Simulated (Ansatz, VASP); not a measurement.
**PbS in VASP and in Ansatz**

```
Pb S
1.0
     0.00000    2.96800    2.96800
     2.96800    0.00000    2.96800
     2.96800    2.96800    0.00000
Pb S
1 1
Direct
  0.00000 0.00000 0.00000
  0.50000 0.50000 0.50000
```

Alike in both runs: task single point; functional PBE; k mesh 10 × 10 × 10; occupations gaussian, width 0.03 eV; non-collinear spin, spin-orbit coupling.

|  | VASP | Ansatz |
| --- | --- | --- |
| version | VASP 6.6.1 | Ansatz 0.2.0 |
| potentials or method | VASP PAW PBE potentials, release 64 (Pb_d, S) | plane waves, PAW |
| plane-wave cutoff (eV) | 520 | 420 |
| valence electrons in the cell | 20 | 20 |

|  | VASP | Ansatz | Ansatz less VASP |
| --- | --- | --- | --- |
| net moment per atom (μB) | 0.00 | 0.00 | 0.000 |
